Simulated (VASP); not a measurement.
Input of a VASP 6.6.1 run:

Contents of INCAR:

```
SYSTEM = AlP
ALGO = Normal
EDIFF = 1E-6
ENCUT = 500
GGA = CA
GGA_COMPAT = .False.
ISIF = 2
ISMEAR = 0
LASPH = .True.
LCHARG = .False.
LREAL = .False.
LWAVE = .False.
NBANDS = 11
NELM = 120
PREC = Accurate
SIGMA = 0.01
```

The input KPOINTS:

```
k-points
0
Gamma
  6 6 6
  0 0 0
```

POSCAR

```
AlP
1.0
    0.0000000000      2.7524869036      2.7524869036
    2.7524869036      0.0000000000      2.7524869036
    2.7524869036      2.7524869036      0.0000000000
Al P
1 1
Direct
    0.0000000000      0.0000000000      0.0000000000
    0.2500000000      0.2500000000      0.2500000000
```

Potentials or basis: VASP PAW LDA potentials, release 64 (Al, P).

Run with:

```bash
$ cat potpaw_LDA.64/Al/POTCAR potpaw_LDA.64/P/POTCAR > POTCAR
$ mpirun -np 1 vasp_std > vasp.out
```

(1) Estimate the band gap on the k mesh.

(2) Predict the pressure.

Results:

(1) 1.48 eV, indirect (least direct gap 2.91 eV).

(2) -3.2 GPa.
